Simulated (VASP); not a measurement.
A run of VASP 6.6.1 is set up as follows.

File INCAR:

```
SYSTEM = SbPt
PREC     = Accurate       ! precision mode
ENCUT    = 600            ! plane-wave cutoff, eV
EDIFF    = 1E-6           ! SCF threshold, eV
ISMEAR   = 0              ! smearing method
SIGMA    = 0.1            ! smearing width, eV
LREAL    = .FALSE.        ! projectors in reciprocal space
LASPH    = .TRUE.         ! aspherical terms in the spheres
NELM     = 80             ! most SCF steps
ALGO     = Normal         ! electronic algorithm
ISIF     = 3              ! what is computed and relaxed
LWAVE    = .FALSE.        ! write WAVECAR
LCHARG   = .FALSE.        ! write CHGCAR
GGA      = PS             ! functional
IBRION   = 2              ! ionic algorithm
NSW      = 100            ! ionic steps
EDIFFG   = -0.005         ! ionic threshold
```

The input KPOINTS:

```
Automatic mesh
0
G
  12 12 4
  0 0 0
```

Contents of POSCAR:

```
SbPt
1.0
    3.8453200000      0.0000000000      0.0000000000
   -1.9226600000      3.3301450000      0.0000000000
    0.0000000000      0.0000000000      9.4190710000
Pt Sb
3 3
Direct
    0.0000000000      0.0000000000      0.0000000000
    0.3333333300      0.6666666700      0.3333333300
    0.6666666700      0.3333333300      0.6666666700
    0.6666666700      0.3333333300      0.1666666700
    0.0000000000      0.0000000000      0.5000000000
    0.3333333300      0.6666666700      0.8333333300
```

Potentials or basis: VASP PAW PBE potentials, release 64 (Pt, Sb).

Command:

```bash
$ cat potpaw_PBE.64/Pt/POTCAR potpaw_PBE.64/Sb/POTCAR > POTCAR
$ mpirun -np 1 vasp_std > vasp.out
```

**Question.** Estimate the band gap on the k mesh.

**Answer.** Zero (an odd number of electrons rules out a gap without spin polarisation).

**Question.** Predict the relaxed cell.

**Answer.** a = 3.854 Å, b = 3.854 Å, c = 9.531 Å, α = 90.00°, β = 90.00°, γ = 120.00°.

**Question.** What does it give for the relaxed volume?

**Answer.** 20.44 Å³/atom.

Final structure:
```yaml
crystal:
  lattice:
    - [3.85442, 0.00000, 0.00000]
    - [-1.92721, 3.33803, 0.00000]
    - [0.00000, 0.00000, 9.53079]
  atoms:
    - { symbol: Pt, position: [0.00000, 0.00000, 0.00000] }
    - { symbol: Pt, position: [0.33333, 0.66667, 0.33333] }
    - { symbol: Pt, position: [0.66667, 0.33333, 0.66667] }
    - { symbol: Sb, position: [0.66667, 0.33333, 0.16667] }
    - { symbol: Sb, position: [0.00000, 0.00000, 0.50000] }
    - { symbol: Sb, position: [0.33333, 0.66667, 0.83333] }
```

Caveat: the PAW data sets were made with another functional, which shifts forces and pressure a little; spin-orbit coupling is left out, which moves the levels of the heavy elements; an odd number of electrons without spin polarisation forces a metal; a magnetic or distorted state may lie lower.
